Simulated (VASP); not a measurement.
Sn: relaxation of cell and atoms with PBE

Sn:

```
CELL_PARAMETERS angstrom
0.00000 2.41052 2.41052
2.41052 0.00000 2.41052
2.41052 2.41052 0.00000
ATOMIC_POSITIONS crystal
Sn 0.00000 0.00000 0.00000
```

```yaml
Program: VASP 6.6.1
Task: relaxation of cell and atoms
Functional: PBE
Potentials_or_basis: VASP PAW PBE potentials, release 64 (Sn_d)
Cutoff: 600 eV
k_mesh: 16 × 16 × 16
Occupations: gaussian, width 0.1 eV
Spin: no spin polarisation
Dipole_correction: no
Further_INCAR_settings: ALGO = Normal; EDIFF = 1e-06; IBRION = 2; EDIFFG = -0.01; NSW = 80; ISIF = 3
```

```json
{
 "Pressure after relaxing": "0.0 GPa",
 "Band gap on the k mesh": "zero (band 7 reaches 15.24 eV, above the bottom of band 8 at 5.88 eV)"
}
```

Final structure:
```
CELL_PARAMETERS angstrom
0.00000 2.41052 2.41052
2.41052 0.00000 2.41052
2.41052 2.41052 0.00000
ATOMIC_POSITIONS crystal
Sn 0.00000 0.00000 0.00000
```

Levels at points of the mesh, in eV from the Fermi level:
| k point | band 4 | band 5 | band 6 | band 7 | band 8 | band 9 | band 10 | band 11 |
| --- | --- | --- | --- | --- | --- | --- | --- | --- |
| (0.00, 0.00, 0.00) | -21.53 | -21.53 | -10.97 | 7.41 | 7.41 | 7.41 | 10.52 | 11.60 |
| (0.50, 0.00, 0.00) | -21.46 | -21.46 | -6.80 | -4.53 | 5.56 | 5.56 | 9.90 | 9.91 |
| (0.50, 0.50, 0.00) | -21.44 | -21.44 | -4.97 | -3.55 | 1.98 | 1.98 | 5.26 | 5.67 |

It took 52 s on 1 thread of AMD EPYC 7R43 64-Core Processor (Zen 3), on a shared host, peak memory 0.15 GiB.

Caveat: the relaxation stopped at its first step, so nothing moved; spin-orbit coupling is left out, which moves the levels of the heavy elements.
